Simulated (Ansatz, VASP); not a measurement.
TePb in VASP and in Ansatz

INCAR

```
SYSTEM = TePb
PREC = Accurate
ENCUT = 520
EDIFF = 1E-7
ISMEAR = 0
SIGMA = 0.05
LREAL = .False.
LASPH = .True.
NELM = 80
ALGO = Normal
ISIF = 2
LWAVE = .False.
LCHARG = .False.
GGA = PE
NBANDS = 17
```

Contents of KPOINTS:

```
Automatic mesh
0
Gamma
  8 8 8
  0 0 0
```

Contents of POSCAR:

```
TePb
1.0
    0.0000000000      3.4851600000      3.0979200000
    3.4851600000      0.0000000000      3.0979200000
    3.4851600000      3.4851600000      0.0000000000
Te Pb
1 1
Direct
    0.5000000000      0.5000000000      0.5000000000
    0.0000000000      0.0000000000      0.0000000000
```

Input for Ansatz:

```yaml
crystal:
  lattice:
    - [0.0, 3.48516, 3.09792]
    - [3.48516, 0.0, 3.09792]
    - [3.48516, 3.48516, 0.0]
  atoms:
    - { symbol: Te, position: [0.5, 0.5, 0.5] }
    - { symbol: Pb, position: [0.0, 0.0, 0.0] }
basis:
  ecutwfc: 420
kpoints:
  mp_grid: { grid: [8, 8, 8] }
hamiltonian:
  xc: pbe
scf:
  occupations: { method: gaussian, width: 0.05 }
output:
  forces: true
  stress: true
  eigenvalues: true
  write_density: true
  write_potential: true
  elf: true
  volumetric_format: npy
```

Change from the starting cell: strain +0.080 along x and y, -0.040 along z, atoms carried along.

Alike in both runs: task single point; functional PBE; k mesh 8 × 8 × 8; occupations gaussian, width 0.05 eV; no spin polarisation.

|  | VASP | Ansatz |
| --- | --- | --- |
| version | VASP 6.6.1 | Ansatz 0.2.0 |
| potentials or method | VASP PAW PBE potentials, release 64 (Te, Pb_d), cutoff 520 eV | scalar-relativistic, plane waves, PAW |
| valence electrons in the cell | 20 | 30 |

Ansatz gave:

| Quantity | Value |
| --- | --- |
| gap on the k mesh at the Fermi level (eV) | 0.42 |
| least direct gap on the mesh (eV) | 0.42 |
| pressure (GPa) | -0.5 |
| traceless stress, the component that is largest in VASP (GPa) | 7.47 |

Q: Which values does VASP return?

A: gap on the k mesh at the Fermi level (eV): 0.42; least direct gap on the mesh (eV): 0.42; pressure (GPa): -0.5; traceless stress, the component that is largest in VASP (GPa): 7.48.

VASP's potentials hold 20 valence electrons a cell and Ansatz's 30, so a difference there can come from the potentials and not from the codes.

Neither program's run includes spin-orbit coupling.
